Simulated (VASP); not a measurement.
# Ti (P6_3/mmc) in VASP: a series of runs

Ti is run at these levels: PBEsol; tasks: single point.

Program: VASP 6.6.1. These are calculated values, not measurements. Logs are shortened: lines on timing, memory, paths and dates and some standing lists are left out, and cuts for length are marked.

### 1 The cell of the first run

The structure is hexagonal, space group P6_3/mmc (No. 194). Conventional cell: a = 2.960 Å, b = 2.960 Å, c = 4.702 Å, α = 90.00°, β = 90.00°, γ = 120.00°. Ti (site symmetry -6m2) has 12 Ti at 2.91 to 2.96 Å within 3.8 Å.

### 2 Single point, PBEsol (volume scaled by 1.01)

The input, INCAR:

```
PREC = Accurate
ENCUT = 520
EDIFF = 1E-7
ISMEAR = -1
SIGMA = 0.05
LREAL = F
LASPH = T
NELM = 100
ALGO = Normal
ISIF = 2
LWAVE = F
LCHARG = F
GGA = PS
NBANDS = 19
```

The input, KPOINTS:

```
Automatic mesh
0
Gamma
  14 14 8
```

The input, POSCAR:

```
Ti
1.0
    2.9597985897      0.0000000000      0.0000000000
   -1.4798992949      2.5632607688      0.0000000000
    0.0000000000      0.0000000000      4.7015682207
Ti
2
Direct
    0.3333333333      0.6666666667      0.2500000000
    0.6666666667      0.3333333333      0.7500000000
```

Potentials or basis: VASP PAW PBE potentials, release 64 (Ti_sv).

Run with:

```console
$ cat potpaw_PBE.64/Ti_sv/POTCAR > POTCAR
$ mpirun -np 1 vasp_std > vasp.out
```

OUTCAR:

```text
PREC = Accurate
   ENCUT = 520
   EDIFF = 1E-7
   ISMEAR = -1
   LREAL = F
   LASPH = T
   NELM = 100
   ISIF = 2
   GGA = PS

 ion  position               nearest neighbor table
   1  0.333  0.667  0.250-   2 2.91   2 2.91   2 2.91   2 2.91   2 2.91   2 2.91
   2  0.667  0.333  0.750-   1 2.91   1 2.91   1 2.91   1 2.91   1 2.91   1 2.91

  LATTYP: Found a hexagonal cell.
 ALAT       =     2.9597985897
 C/A-ratio  =     1.5884757284

  Lattice vectors:

 A1 = (   2.9597985897,   0.0000000000,   0.0000000000)
 A2 = (  -1.4798992949,   2.5632607688,   0.0000000000)
 A3 = (   0.0000000000,   0.0000000000,   4.7015682207)

Analysis of symmetry for initial positions (statically):
=====================================================================
 Subroutine PRICEL returns:
 Original cell was already a primitive cell.

 Routine SETGRP: Setting up the symmetry group for a
 hexagonal supercell.

 Subroutine GETGRP returns: Found 24 space group operations
 (whereof 12 operations were pure point group operations)
 out of a pool of 24 trial point group operations.

The static configuration has the point symmetry D_3d.
 The point group associated with its full space group is D_6h.

Analysis of symmetry for dynamics (positions and initial velocities):
=====================================================================
 Subroutine PRICEL returns:
 Original cell was already a primitive cell.

 Routine SETGRP: Setting up the symmetry group for a
 hexagonal supercell.

 Subroutine GETGRP returns: Found 24 space group operations
 (whereof 12 operations were pure point group operations)
 out of a pool of 24 trial point group operations.

The dynamic configuration has the point symmetry D_3d.
 The point group associated with its full space group is D_6h.

 Subroutine INISYM returns: Found 24 space group operations
 (whereof 12 operations are pure point group operations),
 and found     1 'primitive' translations

----------------------------------------------------------------------------------------

                                     Primitive cell

  volume of cell :      35.6696

  direct lattice vectors                    reciprocal lattice vectors
     2.959798590  0.000000000  0.000000000     0.337860827  0.195064040  0.000000000
    -1.479899295  2.563260769  0.000000000     0.000000000  0.390128079  0.000000000
     0.000000000  0.000000000  4.701568221     0.000000000  0.000000000  0.212694989

  length of vectors
     2.959798590  2.959798590  4.701568221     0.390128079  0.390128079  0.212694989

  position of ions in fractional coordinates (direct lattice)
     0.333333333  0.666666667  0.250000000
     0.666666667  0.333333333  0.750000000

  ion indices of the primitive-cell ions
   primitive index   ion index
                 1           1
                 2           2

----------------------------------------------------------------------------------------

 KPOINTS: Automatic mesh

Automatic generation of k-mesh.
 Grid dimensions read from file:
 generate k-points for:   14   14    8

 Generating k-lattice:

  Cartesian coordinates                     Fractional coordinates (reciprocal lattice)
     0.024132916  0.013933146  0.000000000     0.071428571  0.000000000  0.000000000
     0.000000000  0.027866291  0.000000000     0.000000000  0.071428571  0.000000000
     0.000000000  0.000000000  0.026586874     0.000000000  0.000000000  0.125000000

  Length of vectors
     0.027866291  0.027866291  0.026586874

  Shift w.r.t. Gamma in fractional coordinates (k-lattice)
     0.000000000  0.000000000  0.000000000

 Subroutine IBZKPT returns following result:
 ===========================================

 Found    120 irreducible k-points:

 Following reciprocal coordinates:
            Coordinates               Weight
  0.000000  0.000000  0.000000      1.000000
  0.071429 -0.000000  0.000000      6.000000
  0.142857 -0.000000  0.000000      6.000000
  0.214286 -0.000000  0.000000      6.000000
  0.285714 -0.000000  0.000000      6.000000
  0.357143 -0.000000  0.000000      6.000000
[... 16 lines left out ...]
  0.285714  0.285714  0.000000      6.000000
  0.357143  0.285714  0.000000      6.000000
 [... further k-points ...]
   k-points           NKPTS =    120   k-points in BZ     NKDIM =    120   number of bands    NBANDS=     19
   number of dos      NEDOS =    301   number of ions     NIONS =      2
   total plane-waves  NPLWV =  20736
   dimension x,y,z NGX =    24 NGY =   24 NGZ =   36
   dimension x,y,z NGXF=    48 NGYF=   48 NGZF=   72
   ions per type =               2
   NGX,Y,Z   is equivalent  to a cutoff of  13.48, 13.48, 12.73 a.u.
   NGXF,Y,Z  is equivalent  to a cutoff of  26.96, 26.96, 25.46 a.u.
 SYSTEM =  unknown system
   PREC   = accura    normal or accurate (medium, high low for compatibility)
   ISTART =      0    job   : 0-new  1-cont  2-samecut
   ICHARG =      2    charge: 1-file 2-atom 10-const
   ISPIN  =      1    spin polarized calculation?
   LNONCOLLINEAR =      F non collinear calculations
   LSORBIT =      F    spin-orbit coupling
   LASPH  =      T    aspherical Exc in radial PAW
   ENCUT  =  520.0 eV  38.22 Ry    6.18 a.u.   5.50  5.50  8.74*2*pi/ulx,y,z
   NELM   =    100;   NELMIN=  2; NELMDL= -5     # of ELM steps
   EDIFF  = 0.1E-06   stopping-criterion for ELM
   LREAL  =      F    real-space projection
   EDIFFG = 0.1E-05   stopping-criterion for IOM
   NSW    =      0    number of steps for IOM
   IBRION =     -1    ionic relax: 0-MD 1-quasi-New 2-CG
   NFREE  =      0    steps in history (QN), initial steepest desc. (CG)
   ISIF   =      2    stress and relaxation
   ISYM   =      2    0-nonsym 1-usesym 2-fastsym
   POTIM  = 0.5000    time-step for ionic-motion
   TEBEG  =    0.0;   TEEND  =   0.0 temperature during run
   PSTRESS=    0.0 pullay stress
   NELECT =      24.0000    total number of electrons
   NUPDOWN=      -1.0000    fix difference up-down
   EMIN   =  10.00;   EMAX   =-10.00  energy-range for DOS
   EFERMI =   0.00;   METHOD = LEGACY
   ISMEAR =    -1;   SIGMA  =   0.05  broadening in eV -4-tet -1-fermi 0-gaus
   EFERMI_NEDOS =   21; number of points for ismear=-14 and -15
   IALGO  =     38    algorithm
   IMIX   =      4    mixing-type and parameters
     AMIX     =   0.40;   BMIX     =  1.00
     AMIX_MAG =   1.60;   BMIX_MAG =  1.00
  volume/ion in A,a.u.               =      17.83       120.36
  Fermi-wavevector in a.u.,A,eV,Ry     =   1.434540  2.710888 27.999500  2.057905
  Thomas-Fermi vector in A             =   2.553937
   LORBIT       =      0    0 simple, 1 ext, 2 COOP (PROOUT), +10 PAW based schemes
   GGA     = PS    functional components
   LHFCALC =     F    Hartree Fock is set to
   AEXX    =    0.0000 exact exchange contribution
   IVDW    =     0    specifies the selected vdW correction
   LEPSILON=     F    determine dielectric tensor
   LRPA    =     F    only Hartree local field effects (RPA)
 non-spin polarized calculation
  energy-cutoff  :      520.00
  volume of cell :       35.67
 maximum number of plane-waves:       990
 NGX is ok and might be reduce to    24
   NGX = 11   NGY = 11   NGZ = 17

 number of electron      24.0000002 magnetization

 Free energy of the ion-electron system (eV)
  ---------------------------------------------------
  ext. energy  EPLUGINS =         0.00000000
  ---------------------------------------------------
  free energy    TOTEN  =       -16.63516746 eV

  energy without entropy =      -16.61811293  energy(sigma->0) =      -16.62664020

 E-fermi :   7.9309     XC(G=0): -11.5091

 val. band max:        7.9207444858   @ k =   0.0714  -0.0000   0.5000
 cond. band min:       7.9343440596   @ k =   0.2857   0.2857   0.3750
 fundamental gap:      0.0135995738
 Fermi energy:         7.9308641214

 k-point     1 :       0.0000    0.0000    0.0000
  band No.  band energies     occupation
      1     -48.7408      2.00000
      2     -48.6169      2.00000
      3     -25.4034      2.00000
      4     -24.8003      2.00000
      5     -24.8003      2.00000
      6     -24.7479      2.00000
[... 11 lines left out ...]
     18       9.5149      0.00000
     19      10.9884      0.00000

 k-point     2 :       0.0714   -0.0000    0.0000
  band No.  band energies     occupation
      1     -48.7362      2.00000
      2     -48.6150      2.00000
      3     -25.3930      2.00000
      4     -24.8218      2.00000
      5     -24.8075      2.00000
      6     -24.7523      2.00000
[... 11 lines left out ...]
     18       9.4378      0.00000
     19      11.0292      0.00000

 k-point     3 :       0.1429   -0.0000    0.0000
  band No.  band energies     occupation
      1     -48.7231      2.00000
      2     -48.6099      2.00000
      3     -25.3629      2.00000
      4     -24.8823      2.00000
      5     -24.8271      2.00000
      6     -24.7917      2.00000
[... 11 lines left out ...]
     18       9.5095      0.00000
     19      11.1219      0.00000

 k-point     4 :       0.2143   -0.0000    0.0000
  band No.  band energies     occupation
      1     -48.7035      2.00000
      2     -48.6032      2.00000
      3     -25.3163      2.00000
      4     -24.9705      2.00000
      5     -24.8788      2.00000
      6     -24.8545      2.00000
[... 11 lines left out ...]
     18       9.8963      0.00000
     19      11.2195      0.00000

 k-point     5 :       0.2857   -0.0000    0.0000
  band No.  band energies     occupation
      1     -48.6805      2.00000
      2     -48.5969      2.00000
      3     -25.2583      2.00000
      4     -25.0693      2.00000
      5     -24.9724      2.00000
      6     -24.8839      2.00000
[... 11 lines left out ...]
     18      10.3639      0.00000
     19      11.2968      0.00000

 k-point     6 :       0.3571   -0.0000    0.0000
  band No.  band energies     occupation
      1     -48.6579      2.00000
      2     -48.5929      2.00000
      3     -25.1967      2.00000
      4     -25.1586      2.00000
      5     -25.0545      2.00000
      6     -24.9097      2.00000
[... 11 lines left out ...]
     18      10.8401      0.00000
     19      11.3480      0.00000

 k-point     7 :       0.4286   -0.0000    0.0000
  band No.  band energies     occupation
      1     -48.6402      2.00000
      2     -48.5922      2.00000
      3     -25.2205      2.00000
      4     -25.1432      2.00000
      5     -25.1101      2.00000
      6     -24.9272      2.00000
[... 11 lines left out ...]
     18      11.3759      0.00000
     19      11.5047      0.00000

 k-point     8 :       0.5000    0.0000    0.0000
  band No.  band energies     occupation
      1     -48.6331      2.00000
      2     -48.5928      2.00000
      3     -25.2426      2.00000
      4     -25.1298      2.00000
      5     -25.1196      2.00000
      6     -24.9334      2.00000
[... 256 lines left out ...]
 k-point    20 :       0.2143    0.2143    0.0000
  band No.  band energies     occupation
      1     -48.6517      2.00000
      2     -48.5922      2.00000
      3     -25.1790      2.00000
      4     -25.1070      2.00000
      5     -25.0832      2.00000
      6     -24.9224      2.00000
[... 11 lines left out ...]
     18      11.2026      0.00000
     19      11.4430      0.00000

 k-point    21 :       0.2857    0.2143    0.0000
  band No.  band energies     occupation
      1     -48.6335      2.00000
      2     -48.5924      2.00000
      3     -25.1580      2.00000
      4     -25.1219      2.00000
      5     -25.0941      2.00000
      6     -24.9703      2.00000
[... 11 lines left out ...]
     18      11.1832      0.00000
     19      12.0818      0.00000

 k-point    22 :       0.3571    0.2143    0.0000
  band No.  band energies     occupation
      1     -48.6207      2.00000
      2     -48.5951      2.00000
      3     -25.1868      2.00000
      4     -25.0848      2.00000
      5     -25.0765      2.00000
      6     -25.0126      2.00000
[... 11 lines left out ...]
     18      11.1761      0.00000
     19      12.7147      0.00000

 k-point    23 :       0.2857    0.2857    0.0000
  band No.  band energies     occupation
      1     -48.6186      2.00000
      2     -48.5959      2.00000
      3     -25.1633      2.00000
      4     -25.0878      2.00000
      5     -25.0684      2.00000
      6     -25.0140      2.00000
[... 11 lines left out ...]
     18      11.1717      0.00000
     19      12.7863      0.00000

 k-point    24 :       0.3571    0.2857    0.0000
  band No.  band energies     occupation
      1     -48.6102      2.00000
      2     -48.6001      2.00000
      3     -25.1646      2.00000
      4     -25.0581      2.00000
      5     -25.0543      2.00000
      6     -25.0332      2.00000
[... 11 lines left out ...]
     18      11.1202      0.00000
     19      13.4278      0.00000

 [... further k-points ...]

------------------------ aborting loop because EDIFF is reached ----------------------------------------

  FORCE on cell =-STRESS in cart. coord.  units (eV):
  Direction    XX          YY          ZZ          XY          YZ          ZX
  --------------------------------------------------------------------------------------
  -------------------------------------------------------------------------------------
  Total       -1.5227259     -1.5227259     -1.6453036      0.0000000      0.0000000      0.0000000
  in kB      -68.3966198    -68.3966198    -73.9024669      0.0000000      0.0000000      0.0000000
  external PRESSURE =     -70.2319022 kB  Pullay stress =       0.0000000 kB

 VOLUME and BASIS-vectors are now :
 -----------------------------------------------------------------------------
  energy-cutoff  :      520.00
  volume of cell :       35.67
      direct lattice vectors                 reciprocal lattice vectors
     2.959798590  0.000000000  0.000000000     0.337860827  0.195064040  0.000000000
    -1.479899295  2.563260769  0.000000000     0.000000000  0.390128079  0.000000000
     0.000000000  0.000000000  4.701568221     0.000000000  0.000000000  0.212694989

 POSITION                                       TOTAL-FORCE (eV/Angst)
 -----------------------------------------------------------------------------------
     -0.00000      1.70884      1.17539        -0.000000     -0.000000      0.000000
      1.47990      0.85442      3.52618         0.000000      0.000000      0.000000
 -----------------------------------------------------------------------------------
    total drift:                               -0.000000      0.000000     -0.000000

  FREE ENERGIE OF THE ION-ELECTRON SYSTEM (eV)
  ---------------------------------------------------
  free  energy   TOTEN  =       -16.6351674583 eV

  energy  without entropy=      -16.6181129329  energy(sigma->0) =      -16.62664020
```

It took 67 s on 1 thread of Intel Xeon Platinum 8375C at 2.90GHz (Ice Lake), shared host; peak memory 0.2 GiB.

What came out:

```yaml
Free_energy: -16.6352 eV
Pressure: -7.0 GPa
Band_gap_on_the_k_mesh: zero (band 12 reaches 8.69 eV, above the bottom of band 13 at 7.67 eV)
```

Caveat: the PAW data sets were made with another functional, which shifts forces and pressure a little.

### 3 Single point, PBEsol (volume scaled by 1.04)

The input, INCAR:

```
SYSTEM = Ti
  PREC = Accurate
  ENCUT = 520
  EDIFF = 1E-6
  ISMEAR = -1
  SIGMA = 0.05
  LREAL = .FALSE.
  LASPH = .TRUE.
  NELM = 60
  ALGO = Normal
  ISIF = 2
  LWAVE = .FALSE.
  LCHARG = .FALSE.
  GGA = PS
  NBANDS = 19
```

The input, KPOINTS:

```
Automatic mesh
0
G
  14 14 8
  0 0 0
```

The input, POSCAR:

```
Ti
1.0
    2.9888180735      0.0000000000      0.0000000000
   -1.4944090368      2.5883923789      0.0000000000
    0.0000000000      0.0000000000      4.7476649663
Ti
2
Direct
    0.3333333333      0.6666666667      0.2500000000
    0.6666666667      0.3333333333      0.7500000000
```

Potentials or basis: VASP PAW PBE potentials, release 64 (Ti_sv).

Run with:

```console
$ cat potpaw_PBE.64/Ti_sv/POTCAR > POTCAR
$ mpirun -np 1 vasp_std > vasp.out
```

It took 56 s on 1 thread of Intel Xeon Platinum 8375C at 2.90GHz (Ice Lake), shared host; peak memory 0.2 GiB.

The run converged. Its results:

```
Free energy            : -16.5804 eV
Pressure               : -9.6 GPa
Band gap on the k mesh : zero (band 12 reaches 8.38 eV, above the bottom of band 13 at 7.37 eV)
```

Stress tensor (GPa, compression positive):
```
-9.37  0.00  0.00
 0.00 -9.37  0.00
 0.00  0.00 -9.95
```

Levels at points of the mesh, in eV from the Fermi level:
| k point | band 9 | band 10 | band 11 | band 12 | band 13 | band 14 | band 15 | band 16 |
| --- | --- | --- | --- | --- | --- | --- | --- | --- |
| (0.00, 0.00, 0.00) | -6.07 | -2.56 | 0.62 | 0.74 | 0.74 | 0.83 | 1.20 | 1.20 |
| (0.50, 0.00, 0.00) | -2.27 | -2.00 | -1.71 | -0.65 | 0.47 | 0.56 | 1.09 | 3.13 |
| (0.00, 0.00, 0.50) | -4.29 | -4.29 | 0.08 | 0.08 | 0.66 | 0.66 | 0.66 | 0.66 |
| (0.50, 0.00, 0.50) | -2.41 | -2.41 | -0.76 | -0.76 | 1.20 | 1.20 | 1.63 | 1.63 |

Caveat: the PAW data sets were made with another functional, which shifts forces and pressure a little.
